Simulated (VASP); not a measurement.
# WC (P1) in VASP: single point with PBE

Aim: the single point of WC with PBE.

Everything below comes from runs of VASP 6.6.1. Logs are shortened: lines on timing, memory, paths and dates and some standing lists are left out, and cuts for length are marked.

**1. The cell of the first run**

The typed cell holds 16 atoms: a = 5.910 Å, b = 5.118 Å, c = 5.795 Å, α = 90.00°, β = 90.00°, γ = 90.00°.

**2. Single point, PBE**

File INCAR:

```
PREC     = Accurate       # precision mode
ENCUT    = 520            # plane-wave cutoff, eV
EDIFF    = 1E-7           # SCF threshold, eV
ISMEAR   = -1             # smearing method
SIGMA    = 0.17           # smearing width, eV
LREAL    = Auto         
LASPH    = True           # aspherical terms in the spheres
NELM     = 80             # most SCF steps
ALGO     = Normal         # electronic algorithm
ISIF     = 2              # what is computed and relaxed
LWAVE    = False          # write WAVECAR
LCHARG   = False          # write CHGCAR
GGA      = PE             # functional
NBANDS   = 86             # bands
```

File KPOINTS:

```
Automatic mesh
0
Gamma
  2 2 2
```

File POSCAR:

```
WC
1.0
   -2.9549430000     -5.1181120000      0.0000000000
    4.4324150000     -2.5590560000      0.0000000000
    0.0000000000      0.0000000000      5.7954480000
W C
8 8
Direct
    0.6942783319      0.5150359109      0.0279702277
    0.7070853128      0.5171665549      0.5525716045
    0.4813318778      0.0244580580      0.0420674985
    0.4698037629      0.0128921459      0.5349198198
    0.2241948439      0.5066499831      0.0419122042
    0.2235647490      0.5203757071      0.5487237570
   -0.0286589588      0.0174203928      0.0357694522
   -0.0310357119      0.0138505173      0.5525888594
    0.4654169896      0.6688183926      0.2919015061
    0.4622304445      0.6825770187      0.7904652065
    0.2096890085      0.1504414789      0.2912113093
    0.2245441848      0.1700461863      0.7885154004
   -0.0221679722      0.6842984932      0.2946105288
   -0.0355538613      0.6820752043      0.8023020826
    0.7083492109      0.1899487169      0.3026685771
    0.7036253262      0.1898226435      0.7836150027
```

Potentials or basis: VASP PAW PBE potentials, release 64 (W_sv, C).

Run with:

```
> cat potpaw_PBE.64/W_sv/POTCAR potpaw_PBE.64/C/POTCAR > POTCAR
> mpirun -np 1 vasp_std > vasp.out
```

OUTCAR:

```text
PREC = Accurate
   ENCUT = 520
   EDIFF = 1E-7
   ISMEAR = -1
   LREAL = Auto
   LASPH = True
   NELM = 80
   ISIF = 2
   GGA = PE

 ion  position               nearest neighbor table
   1  0.694  0.515  0.028-  10 2.12  16 2.19   9 2.19  14 2.23  15 2.30  13 2.44   2 2.76   5 2.78
                             3 2.81   3 2.90   7 3.03   2 3.04   7 3.05   5 3.13
   2  0.707  0.517  0.553-  16 2.14  10 2.17  15 2.21   9 2.22  14 2.26  13 2.35   1 2.76   6 2.86
                             4 2.90   4 2.94   8 2.98   8 3.01   1 3.04   6 3.05
   3  0.481  0.024  0.042-  16 2.16  15 2.19  12 2.24  11 2.25  10 2.28   9 2.33   1 2.81   4 2.86
                             1 2.90   7 2.90   5 2.90   4 2.94   7 3.01   5 3.05
   4  0.470  0.013  0.535-  15 2.15  16 2.19  11 2.20  12 2.22  10 2.25   9 2.26   3 2.86   2 2.90
                             6 2.91   2 2.94   3 2.94   8 2.95   8 2.96   6 2.98
   5  0.224  0.507  0.042-   9 2.20  10 2.22  14 2.26  13 2.26  12 2.26  11 2.33   1 2.78   6 2.86
                             3 2.90   7 2.92   6 2.94   7 3.01   3 3.05   1 3.13
   6  0.224  0.520  0.549-  10 2.15   9 2.20  13 2.23  12 2.27  14 2.28  11 2.41   2 2.86   5 2.86
                             4 2.91   5 2.94   8 2.94   4 2.98   8 3.00   2 3.05
   7  0.971  0.017  0.036-  11 2.15  14 2.19  12 2.21  13 2.27  16 2.33  15 2.36   8 2.80   3 2.90
                             5 2.92   8 3.00   5 3.01   3 3.01   1 3.03   1 3.05
   8  0.969  0.014  0.553-  12 2.19  11 2.19  14 2.23  16 2.25  13 2.25  15 2.30   7 2.80   6 2.94
                             4 2.95   4 2.96   2 2.98   7 3.00   6 3.00   2 3.01
   9  0.465  0.669  0.292-   1 2.19   5 2.20   6 2.20   2 2.22   4 2.26   3 2.33
  10  0.462  0.683  0.790-   1 2.12   6 2.15   2 2.17   5 2.22   4 2.25   3 2.28
  11  0.210  0.150  0.291-   7 2.15   8 2.19   4 2.20   3 2.25   5 2.33   6 2.41
  12  0.225  0.170  0.789-   8 2.19   7 2.21   4 2.22   3 2.24   5 2.26   6 2.27
  13  0.978  0.684  0.295-   6 2.23   8 2.25   5 2.26   7 2.27   2 2.35   1 2.44
  14  0.964  0.682  0.802-   7 2.19   8 2.23   1 2.23   5 2.26   2 2.26   6 2.28
  15  0.708  0.190  0.303-   4 2.15   3 2.19   2 2.21   8 2.30   1 2.30   7 2.36
  16  0.704  0.190  0.784-   2 2.14   3 2.16   1 2.19   4 2.19   8 2.25   7 2.33

  LATTYP: Found a simple orthorhombic cell.
 ALAT       =     5.1181119901
 B/A-ratio  =     1.1323409904
 C/A-ratio  =     1.1547005073

  Lattice vectors:

 A1 = (   4.4324150000,  -2.5590560000,   0.0000000000)
 A2 = (   0.0000000000,   0.0000000000,   5.7954480000)
 A3 = (  -2.9549430000,  -5.1181120000,   0.0000000000)

Analysis of symmetry for initial positions (statically):
=====================================================================
 Subroutine PRICEL returns:
 Original cell was already a primitive cell.

 Routine SETGRP: Setting up the symmetry group for a
 simple orthorhombic supercell.

 Subroutine GETGRP returns: Found  1 space group operations
 (whereof  1 operations were pure point group operations)
 out of a pool of  8 trial point group operations.

The static configuration has the point symmetry C_1 .

Analysis of symmetry for dynamics (positions and initial velocities):
=====================================================================
 Subroutine PRICEL returns:
 Original cell was already a primitive cell.

 Routine SETGRP: Setting up the symmetry group for a
 simple orthorhombic supercell.

 Subroutine GETGRP returns: Found  1 space group operations
 (whereof  1 operations were pure point group operations)
 out of a pool of  8 trial point group operations.

The dynamic configuration has the point symmetry C_1 .

 Subroutine INISYM returns: Found  1 space group operations
 (whereof  1 operations are pure point group operations),
 and found     1 'primitive' translations

----------------------------------------------------------------------------------------

                                     Primitive cell

  volume of cell :     175.2976

  direct lattice vectors                    reciprocal lattice vectors
    -2.954943000 -5.118112000  0.000000000    -0.084603994 -0.146538415  0.000000000
     4.432415000 -2.559056000  0.000000000     0.169207987 -0.097692266  0.000000000
     0.000000000  0.000000000  5.795448000     0.000000000  0.000000000  0.172549214

  length of vectors
     5.909886511  5.118111990  5.795448000     0.169207987  0.195384548  0.172549214

  position of ions in fractional coordinates (direct lattice)
     0.694278332  0.515035911  0.027970228
     0.707085313  0.517166555  0.552571605
     0.481331878  0.024458058  0.042067499
     0.469803763  0.012892146  0.534919820
     0.224194844  0.506649983  0.041912204
     0.223564749  0.520375707  0.548723757
[... 8 lines left out ...]
     0.708349211  0.189948717  0.302668577
     0.703625326  0.189822644  0.783615003

  ion indices of the primitive-cell ions
   primitive index   ion index
                 1           1
                 2           2
                 3           3
                 4           4
                 5           5
                 6           6
[... 8 lines left out ...]
                15          15
                16          16

----------------------------------------------------------------------------------------

 KPOINTS: Automatic mesh

Automatic generation of k-mesh.
 Grid dimensions read from file:
 generate k-points for:    2    2    2

 Generating k-lattice:

  Cartesian coordinates                     Fractional coordinates (reciprocal lattice)
    -0.042301997 -0.073269208  0.000000000     0.500000000  0.000000000  0.000000000
     0.084603994 -0.048846133  0.000000000     0.000000000  0.500000000  0.000000000
     0.000000000  0.000000000  0.086274607     0.000000000  0.000000000  0.500000000

  Length of vectors
     0.084603994  0.097692274  0.086274607

  Shift w.r.t. Gamma in fractional coordinates (k-lattice)
     0.000000000  0.000000000  0.000000000

 Subroutine IBZKPT returns following result:
 ===========================================

 Found      8 irreducible k-points:

 Following reciprocal coordinates:
            Coordinates               Weight
  0.000000  0.000000  0.000000      1.000000
  0.500000  0.000000  0.000000      1.000000
  0.000000  0.500000  0.000000      1.000000
  0.500000  0.500000  0.000000      1.000000
  0.000000  0.000000  0.500000      1.000000
  0.500000  0.000000  0.500000      1.000000
  0.000000  0.500000  0.500000      1.000000
  0.500000  0.500000  0.500000      1.000000
   k-points           NKPTS =      8   k-points in BZ     NKDIM =      8   number of bands    NBANDS=     86
   number of dos      NEDOS =    301   number of ions     NIONS =     16
   total plane-waves  NPLWV =  92160
   dimension x,y,z NGX =    48 NGY =   40 NGZ =   48
   dimension x,y,z NGXF=    96 NGYF=   80 NGZF=   96
   ions per type =               8   8
   NGX,Y,Z   is equivalent  to a cutoff of  13.50, 12.99, 13.77 a.u.
   NGXF,Y,Z  is equivalent  to a cutoff of  27.00, 25.99, 27.54 a.u.
 SYSTEM =  unknown system
   PREC   = accura    normal or accurate (medium, high low for compatibility)
   ISTART =      0    job   : 0-new  1-cont  2-samecut
   ICHARG =      2    charge: 1-file 2-atom 10-const
   ISPIN  =      1    spin polarized calculation?
   LNONCOLLINEAR =      F non collinear calculations
   LSORBIT =      F    spin-orbit coupling
   LASPH  =      T    aspherical Exc in radial PAW
   ENCUT  =  520.0 eV  38.22 Ry    6.18 a.u.  10.99  9.52 10.78*2*pi/ulx,y,z
   NELM   =     80;   NELMIN=  2; NELMDL= -5     # of ELM steps
   EDIFF  = 0.1E-06   stopping-criterion for ELM
   LREAL  =      T    real-space projection
   EDIFFG = 0.1E-05   stopping-criterion for IOM
   NSW    =      0    number of steps for IOM
   IBRION =     -1    ionic relax: 0-MD 1-quasi-New 2-CG
   NFREE  =      0    steps in history (QN), initial steepest desc. (CG)
   ISIF   =      2    stress and relaxation
   ISYM   =      2    0-nonsym 1-usesym 2-fastsym
   POTIM  = 0.5000    time-step for ionic-motion
   TEBEG  =    0.0;   TEEND  =   0.0 temperature during run
   PSTRESS=    0.0 pullay stress
   NELECT =     144.0000    total number of electrons
   NUPDOWN=      -1.0000    fix difference up-down
   EMIN   =  10.00;   EMAX   =-10.00  energy-range for DOS
   EFERMI =   0.00;   METHOD = LEGACY
   ISMEAR =    -1;   SIGMA  =   0.17  broadening in eV -4-tet -1-fermi 0-gaus
   EFERMI_NEDOS =   21; number of points for ismear=-14 and -15
   IALGO  =     38    algorithm
   IMIX   =      4    mixing-type and parameters
     AMIX     =   0.40;   BMIX     =  1.00
     AMIX_MAG =   1.60;   BMIX_MAG =  1.00
  volume/ion in A,a.u.               =      10.96        73.94
  Fermi-wavevector in a.u.,A,eV,Ry     =   1.533217  2.897360 31.983963  2.350755
  Thomas-Fermi vector in A             =   2.640315
   LORBIT       =      0    0 simple, 1 ext, 2 COOP (PROOUT), +10 PAW based schemes
   GGA     = PE    functional components
   LHFCALC =     F    Hartree Fock is set to
   AEXX    =    0.0000 exact exchange contribution
   IVDW    =     0    specifies the selected vdW correction
   LEPSILON=     F    determine dielectric tensor
   LRPA    =     F    only Hartree local field effects (RPA)
 non-spin polarized calculation
  energy-cutoff  :      520.00
  volume of cell :      175.30
 maximum number of plane-waves:      4744
 NGX is ok and might be reduce to    48
   NGX = 21   NGY = 19   NGZ = 21

 number of electron     143.9999999 magnetization

 Free energy of the ion-electron system (eV)
  ---------------------------------------------------
  ext. energy  EPLUGINS =         0.00000000
  ---------------------------------------------------
  free energy    TOTEN  =      -177.55663738 eV

  energy without entropy =     -177.15800379  energy(sigma->0) =     -177.35732058

 E-fermi :  10.7311     XC(G=0): -13.4901

 val. band max:       10.6582704695   @ k =   0.0000   0.0000   0.5000
 cond. band min:      10.7710401594   @ k =   0.5000   0.0000   0.0000
 fundamental gap:      0.1127696899
 Fermi energy:        10.7311344185

 k-point     1 :       0.0000    0.0000    0.0000
  band No.  band energies     occupation
      1     -63.7946      2.00000
      2     -63.7596      2.00000
      3     -63.7503      2.00000
      4     -63.7414      2.00000
      5     -63.7217      2.00000
      6     -63.7178      2.00000
[... 685 lines left out ...]
     83      13.9838      0.00000
     84      14.0703      0.00000
 [bands above 84 left out]

------------------------ aborting loop because EDIFF is reached ----------------------------------------

  FORCE on cell =-STRESS in cart. coord.  units (eV):
  Direction    XX          YY          ZZ          XY          YZ          ZX
  --------------------------------------------------------------------------------------
  -------------------------------------------------------------------------------------
  Total       -8.5701473     -7.2393353    -15.6471183     -0.5052409     -0.4157911      0.0222707
  in kB      -78.3290627    -66.1657643   -143.0108570     -4.6177786     -3.8002296      0.2035486
  external PRESSURE =     -95.8352280 kB  Pullay stress =       0.0000000 kB

 VOLUME and BASIS-vectors are now :
 -----------------------------------------------------------------------------
  energy-cutoff  :      520.00
  volume of cell :      175.30
      direct lattice vectors                 reciprocal lattice vectors
    -2.954943000 -5.118112000  0.000000000    -0.084603994 -0.146538415  0.000000000
     4.432415000 -2.559056000  0.000000000     0.169207987 -0.097692266  0.000000000
     0.000000000  0.000000000  5.795448000     0.000000000  0.000000000  0.172549214

 POSITION                                       TOTAL-FORCE (eV/Angst)
 -----------------------------------------------------------------------------------
      0.23130     -4.87140      0.16210        -1.397833     -3.052820      2.870606
      0.20290     -4.94240      3.20240        -0.740057     -1.435048     -2.434613
     -1.31390     -2.52610      0.24380        -0.438966      2.535929      0.024383
     -1.33110     -2.43750      3.10010         0.344148      0.550546      0.761370
      1.58320     -2.44400      0.24290         1.520904      1.160434      0.448337
      1.64590     -2.47590      3.18010        -0.098022      1.919976     -1.033999
[... 8 lines left out ...]
     -1.25120     -4.11150      1.75410        -0.735141     -0.541928     -0.772518
     -1.23780     -4.08700      4.54140        -1.022563     -0.642555      0.558532
 -----------------------------------------------------------------------------------
    total drift:                               -0.005716     -0.006809     -0.016700

  FREE ENERGIE OF THE ION-ELECTRON SYSTEM (eV)
  ---------------------------------------------------
  free  energy   TOTEN  =      -177.5566373792 eV

  energy  without entropy=     -177.1580037901  energy(sigma->0) =     -177.35732058
```

It took 2.7 min on 1 thread of AMD EPYC 9R45 (Zen 5), shared host; peak memory 0.3 GiB.

Results:

| Item | Value |
| --- | --- |
| Free energy | -177.5566 eV |
| Pressure | -9.6 GPa |
| Largest force | 4.417 eV/Å |
| Band gap on the k mesh | zero (bands 72 and 73 overlap by 0.25 eV) |

Forces on the atoms (eV/Å):
```
W   -1.398 -3.053  2.871
W   -0.740 -1.435 -2.435
W   -0.439  2.536  0.024
W    0.344  0.551  0.761
W    1.521  1.160  0.448
W   -0.098  1.920 -1.034
W   -0.254  0.865  1.463
W    0.047  0.218 -1.778
C    0.476 -0.353  0.130
C    0.356 -0.059  0.066
C    1.145 -1.578 -0.072
C    0.833 -0.163  0.385
C    0.202  0.768 -0.016
C   -0.238 -0.193 -0.599
C   -0.735 -0.542 -0.773
C   -1.023 -0.643  0.559
```

Caveat: the k points lie up to 0.61 Å⁻¹ apart; the atoms stand as in a frame of molecular dynamics; spin-orbit coupling is left out, which moves the levels of the heavy elements; forces of over 1 eV/Å act on the atoms, so gaps and moduli don't describe the material at rest.
